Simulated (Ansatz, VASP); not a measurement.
# CsRe: VASP beside Ansatz

The input INCAR:

```
SYSTEM = CsRe
PREC     = Accurate       ! precision mode
ENCUT    = 600            ! plane-wave cutoff, eV
EDIFF    = 1E-7           ! SCF threshold, eV
ISMEAR   = 0              ! smearing method
SIGMA    = 0.1            ! smearing width, eV
LREAL    = .False.        ! projectors in reciprocal space
LASPH    = .True.         ! aspherical terms in the spheres
NELM     = 100            ! most SCF steps
ALGO     = Normal         ! electronic algorithm
ISIF     = 3              ! what is computed and relaxed
LWAVE    = .False.        ! write WAVECAR
LCHARG   = .False.        ! write CHGCAR
GGA      = PE             ! functional
IBRION   = 2              ! ionic algorithm
NSW      = 90             ! ionic steps
EDIFFG   = -0.04          ! ionic threshold
```

KPOINTS

```
regular mesh
0
Gamma
  4 4 4
  0 0 0
```

The input POSCAR:

```
CsRe
1.0
    4.6250201470      0.0000000000      0.0000000000
    0.0000000000      4.6250201470      0.0000000000
    0.0000000000      0.0000000000      6.8883442825
Cs Re
2 2
Direct
    0.5000000000      0.0000000000      0.3884542191
    0.0000000000      0.5000000000      0.6115457809
    0.5000000000      0.0000000000      0.0000000000
    0.0000000000      0.5000000000      0.0000000000
```

Input for Ansatz:

```yaml
crystal:
  lattice:
    - [4.625020147, 0.0, 0.0]
    - [0.0, 4.625020147, 0.0]
    - [0.0, 0.0, 6.8883442825]
  atoms:
    - { symbol: Cs, position: [0.5, 0.0, 0.3884542191] }
    - { symbol: Cs, position: [0.0, 0.5, 0.6115457809] }
    - { symbol: Re, position: [0.5, 0.0, 0.0] }
    - { symbol: Re, position: [0.0, 0.5, 0.0] }
basis:
  ecutwfc: 420
kpoints:
  mp_grid: { grid: [4, 4, 4] }
hamiltonian:
  xc: pbe
scf:
  occupations: { method: gaussian, width: 0.1 }
  lower_state_search: "off"
output:
  forces: true
  stress: true
  eigenvalues: true
relax:
  adjacent_minimum: "off"
  f_tol: 0.04
  max_steps: 70
  cell: { stress_tol: 0.4 }
```

Alike in both runs: task relaxation of cell and atoms; functional PBE; k mesh 4 × 4 × 4; occupations gaussian, width 0.1 eV; no spin polarisation.

```csv
,VASP,Ansatz
version,VASP 6.6.1,Ansatz 0.2.0
potentials or method,"VASP PAW PBE potentials, release 64 (Cs_sv, Re), cutoff 600 eV","scalar-relativistic, plane waves, PAW"
valence electrons in the cell,32,48
```

```csv
,VASP,Ansatz,Ansatz less VASP
"gap on the k mesh at the Fermi level, each at its own relaxed structure (eV)",none,none,-
relaxed volume (Å³/atom),35.17,36.11,+0.937
relaxed length of the cell vector where the two differ most in proportion (Å),11.462,11.711,+0.2490
```

A gap of «none» marks a metal or a gap that the smearing closes. VASP's potentials hold 32 valence electrons a cell and Ansatz's 48, so a difference there can come from the potentials and not from the codes.

Neither program's run includes spin-orbit coupling.
